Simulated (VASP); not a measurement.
# Se (P4/mmm) in VASP: a series of runs, part 2 of 2

VASP 6.6.1. Earlier steps stand in the parts before.

**5. Single point, PBE**

This run uses another cell than the first one, of 30.11 Å³/atom.

File INCAR:

```
SYSTEM = Se
PREC     = Accurate       ! precision mode
ENCUT    = 520            ! plane-wave cutoff, eV
EDIFF    = 1E-7           ! SCF threshold, eV
ISMEAR   = 0              ! smearing method
SIGMA    = 0.1            ! smearing width, eV
LREAL    = .False.        ! projectors in reciprocal space
LASPH    = .True.         ! aspherical terms in the spheres
NELM     = 100            ! most SCF steps
ALGO     = Normal         ! electronic algorithm
ISIF     = 2              ! what is computed and relaxed
LWAVE    = .False.        ! write WAVECAR
LCHARG   = .False.        ! write CHGCAR
GGA      = PE             ! functional
NBANDS   = 9              ! bands
```

File KPOINTS:

```
Automatic mesh
0
Gamma
  20 20 14
  0 0 0
```

File POSCAR:

```
Se
1.0
    2.6345296686      0.0000000000      0.0000000000
    0.0000000000      2.6345296686      0.0000000000
    0.0000000000      0.0000000000      4.3375747220
Se
1
Direct
    0.0000000000      0.0000000000      0.5000000000
```

Potentials or basis: VASP PAW PBE potentials, release 64 (Se).

On the command line:

```sh
> cat potpaw_PBE.64/Se/POTCAR > POTCAR
> mpirun -np 1 vasp_std > vasp.out
```

OUTCAR:

```text
SYSTEM = Se
   PREC = Accurate
   ENCUT = 520
   EDIFF = 1E-7
   ISMEAR = 0
   LREAL = .False.
   LASPH = .True.
   NELM = 100
   ISIF = 2
   GGA = PE

 ion  position               nearest neighbor table
   1  0.000  0.000  0.500-

  LATTYP: Found a simple tetragonal cell.
 ALAT       =     2.6345296686
 C/A-ratio  =     1.6464322925

  Lattice vectors:

 A1 = (   2.6345296686,   0.0000000000,   0.0000000000)
 A2 = (   0.0000000000,   2.6345296686,   0.0000000000)
 A3 = (   0.0000000000,   0.0000000000,   4.3375747220)

Analysis of symmetry for initial positions (statically):
=====================================================================
 Subroutine PRICEL returns:
 Original cell was already a primitive cell.

 Routine SETGRP: Setting up the symmetry group for a
 simple tetragonal supercell.

 Subroutine GETGRP returns: Found 16 space group operations
 (whereof 16 operations were pure point group operations)
 out of a pool of 16 trial point group operations.

The static configuration has the point symmetry D_4h.

Analysis of symmetry for dynamics (positions and initial velocities):
=====================================================================
 Subroutine PRICEL returns:
 Original cell was already a primitive cell.

 Routine SETGRP: Setting up the symmetry group for a
 simple tetragonal supercell.

 Subroutine GETGRP returns: Found 16 space group operations
 (whereof 16 operations were pure point group operations)
 out of a pool of 16 trial point group operations.

The dynamic configuration has the point symmetry D_4h.

 Subroutine INISYM returns: Found 16 space group operations
 (whereof 16 operations are pure point group operations),
 and found     1 'primitive' translations

----------------------------------------------------------------------------------------

                                     Primitive cell

  volume of cell :      30.1060

  direct lattice vectors                    reciprocal lattice vectors
     2.634529669  0.000000000  0.000000000     0.379574393  0.000000000  0.000000000
     0.000000000  2.634529669  0.000000000     0.000000000  0.379574393  0.000000000
     0.000000000  0.000000000  4.337574722     0.000000000  0.000000000  0.230543579

  length of vectors
     2.634529669  2.634529669  4.337574722     0.379574393  0.379574393  0.230543579

  position of ions in fractional coordinates (direct lattice)
     0.000000000  0.000000000  0.500000000

  ion indices of the primitive-cell ions
   primitive index   ion index
                 1           1

----------------------------------------------------------------------------------------

 KPOINTS: Automatic mesh

Automatic generation of k-mesh.
 Grid dimensions read from file:
 generate k-points for:   20   20   14

 Generating k-lattice:

  Cartesian coordinates                     Fractional coordinates (reciprocal lattice)
     0.018978720  0.000000000  0.000000000     0.050000000  0.000000000  0.000000000
     0.000000000  0.018978720  0.000000000     0.000000000  0.050000000  0.000000000
     0.000000000  0.000000000  0.016467398     0.000000000  0.000000000  0.071428571

  Length of vectors
     0.018978720  0.018978720  0.016467398

  Shift w.r.t. Gamma in fractional coordinates (k-lattice)
     0.000000000  0.000000000  0.000000000

 Subroutine IBZKPT returns following result:
 ===========================================

 Found    528 irreducible k-points:

 Following reciprocal coordinates:
            Coordinates               Weight
  0.000000  0.000000  0.000000      1.000000
  0.050000  0.000000  0.000000      4.000000
  0.100000  0.000000  0.000000      4.000000
  0.150000  0.000000  0.000000      4.000000
  0.200000  0.000000  0.000000      4.000000
  0.250000  0.000000  0.000000      4.000000
[... 16 lines left out ...]
  0.150000  0.100000  0.000000      8.000000
  0.200000  0.100000  0.000000      8.000000
 [... further k-points ...]
   k-points           NKPTS =    528   k-points in BZ     NKDIM =    528   number of bands    NBANDS=      9
   number of dos      NEDOS =    301   number of ions     NIONS =      1
   total plane-waves  NPLWV =  12800
   dimension x,y,z NGX =    20 NGY =   20 NGZ =   32
   dimension x,y,z NGXF=    40 NGYF=   40 NGZF=   64
   ions per type =               1
   NGX,Y,Z   is equivalent  to a cutoff of  12.62, 12.62, 12.26 a.u.
   NGXF,Y,Z  is equivalent  to a cutoff of  25.24, 25.24, 24.53 a.u.
 SYSTEM =  Se
   PREC   = accura    normal or accurate (medium, high low for compatibility)
   ISTART =      0    job   : 0-new  1-cont  2-samecut
   ICHARG =      2    charge: 1-file 2-atom 10-const
   ISPIN  =      1    spin polarized calculation?
   LNONCOLLINEAR =      F non collinear calculations
   LSORBIT =      F    spin-orbit coupling
   LASPH  =      T    aspherical Exc in radial PAW
   ENCUT  =  520.0 eV  38.22 Ry    6.18 a.u.   4.90  4.90  8.07*2*pi/ulx,y,z
   NELM   =    100;   NELMIN=  2; NELMDL= -5     # of ELM steps
   EDIFF  = 0.1E-06   stopping-criterion for ELM
   LREAL  =      F    real-space projection
   EDIFFG = 0.1E-05   stopping-criterion for IOM
   NSW    =      0    number of steps for IOM
   IBRION =     -1    ionic relax: 0-MD 1-quasi-New 2-CG
   NFREE  =      0    steps in history (QN), initial steepest desc. (CG)
   ISIF   =      2    stress and relaxation
   ISYM   =      2    0-nonsym 1-usesym 2-fastsym
   POTIM  = 0.5000    time-step for ionic-motion
   TEBEG  =    0.0;   TEEND  =   0.0 temperature during run
   PSTRESS=    0.0 pullay stress
   NELECT =       6.0000    total number of electrons
   NUPDOWN=      -1.0000    fix difference up-down
   EMIN   =  10.00;   EMAX   =-10.00  energy-range for DOS
   EFERMI =   0.00;   METHOD = LEGACY
   ISMEAR =     0;   SIGMA  =   0.10  broadening in eV -4-tet -1-fermi 0-gaus
   EFERMI_NEDOS =   21; number of points for ismear=-14 and -15
   IALGO  =     38    algorithm
   IMIX   =      4    mixing-type and parameters
     AMIX     =   0.40;   BMIX     =  1.00
     AMIX_MAG =   1.60;   BMIX_MAG =  1.00
  volume/ion in A,a.u.               =      30.11       203.17
  Fermi-wavevector in a.u.,A,eV,Ry     =   0.956256  1.807062 12.441516  0.914426
  Thomas-Fermi vector in A             =   2.085168
   LORBIT       =      0    0 simple, 1 ext, 2 COOP (PROOUT), +10 PAW based schemes
   GGA     = PE    functional components
   LHFCALC =     F    Hartree Fock is set to
   AEXX    =    0.0000 exact exchange contribution
   IVDW    =     0    specifies the selected vdW correction
   LEPSILON=     F    determine dielectric tensor
   LRPA    =     F    only Hartree local field effects (RPA)
 non-spin polarized calculation
 Gauss-broadening in eV      SIGMA  =   0.10
  energy-cutoff  :      520.00
  volume of cell :       30.11
 maximum number of plane-waves:       832
 NGX is ok and might be reduce to    20
   NGX =  9   NGY =  9   NGZ = 17

 number of electron       6.0000000 magnetization

 Free energy of the ion-electron system (eV)
  ---------------------------------------------------
  ext. energy  EPLUGINS =         0.00000000
  ---------------------------------------------------
  free energy    TOTEN  =        -3.29934231 eV

  energy without entropy =       -3.29735575  energy(sigma->0) =       -3.29834903

 E-fermi :   1.6973     XC(G=0):  -8.2366

 val. band max:        1.6922400202   @ k =   0.4500   0.2500   0.1429
 cond. band min:       1.7223089456   @ k =   0.5000   0.3000   0.3571
 fundamental gap:      0.0300689254
 Fermi energy:         1.6972809174

 k-point     1 :       0.0000    0.0000    0.0000
  band No.  band energies     occupation
      1     -13.8371      2.00000
      2      -1.5639      2.00000
      3       5.4955      0.00000
      4       5.5971      0.00000
      5       5.5971      0.00000
      6      11.3900      0.00000
      7      13.4873      0.00000
      8      19.7783      0.00000
      9      21.2326      0.00000

 k-point     2 :       0.0500    0.0000    0.0000
  band No.  band energies     occupation
      1     -13.7908      2.00000
      2      -1.5203      2.00000
      3       5.0558      0.00000
      4       5.5517      0.00000
      5       5.6346      0.00000
      6      11.7364      0.00000
      7      13.7960      0.00000
      8      18.9425      0.00000
      9      21.2965      0.00000
[... 253 lines left out ...]
 k-point    24 :       0.2000    0.1000    0.0000
  band No.  band energies     occupation
      1     -12.9282      2.00000
      2      -0.7211      2.00000
      3       1.0133      2.00000
      4       4.4712      0.00000
      5       6.5465      0.00000
      6      14.4352      0.00000
      7      14.9823      0.00000
      8      17.6012      0.00000
      9      18.5787      0.00000

 [... further k-points ...]
[... 5 lines left out ...]
  --------------------------------------------------------------------------------------
  -------------------------------------------------------------------------------------
  Total        0.0132242      0.0132242      0.0027783      0.0000000     -0.0000000      0.0000000
  in kB        0.7037618      0.7037618      0.1478557      0.0000000     -0.0000000      0.0000000
  external PRESSURE =       0.5184598 kB  Pullay stress =       0.0000000 kB

 VOLUME and BASIS-vectors are now :
 -----------------------------------------------------------------------------
  energy-cutoff  :      520.00
  volume of cell :       30.11
      direct lattice vectors                 reciprocal lattice vectors
     2.634529669  0.000000000  0.000000000     0.379574393  0.000000000  0.000000000
     0.000000000  2.634529669  0.000000000     0.000000000  0.379574393  0.000000000
     0.000000000  0.000000000  4.337574722     0.000000000  0.000000000  0.230543579

 POSITION                                       TOTAL-FORCE (eV/Angst)
 -----------------------------------------------------------------------------------
      0.00000      0.00000      2.16879         0.000000      0.000000      0.000000
 -----------------------------------------------------------------------------------
    total drift:                               -0.000000     -0.000000      0.000000

  FREE ENERGIE OF THE ION-ELECTRON SYSTEM (eV)
  ---------------------------------------------------
  free  energy   TOTEN  =        -3.2993423130 eV

  energy  without entropy=       -3.2973557477  energy(sigma->0) =       -3.29834903
```

Run time: 46 s. Hardware: 1 thread of AMD EPYC 9R45 (Zen 5), shared host; peak memory 0.22 GiB.

What came out:

| Item | Value |
| --- | --- |
| Free energy | -3.2993 eV |
| Pressure | 0.1 GPa |
| Band gap on the k mesh | zero (bands 3 and 4 overlap by 5.30 eV) |

**6. Summary**

```csv
task,cell,k mesh,cutoff (eV),gap on the mesh (eV),pressure (GPa)
single point,"a = 2.644, b = 2.644, c = 3.983 Å, 1 atom",6 × 6 × 4,520,none,-0.2
single point,"a = 2.709, b = 2.709, c = 3.965 Å, 1 atom",6 × 6 × 4,520,none,-3.3
relaxation of cell and atoms,"relaxed from a = 2.709, b = 2.709, c = 3.965 Å, 1 atom",6 × 6 × 4,600,none,0.0
single point,"a = 2.635, b = 2.635, c = 4.338 Å, 1 atom",20 × 20 × 14,520,none,0.1
```

Alike in all rows: level PBE; potentials or basis VASP PAW PBE potentials, release 64 (Se); no spin polarisation; smearing gaussian 0.1 eV.

Caveats: some runs use coarse meshes.

Total energies depend on the potentials used, so only differences within one code and one set of settings carry meaning.
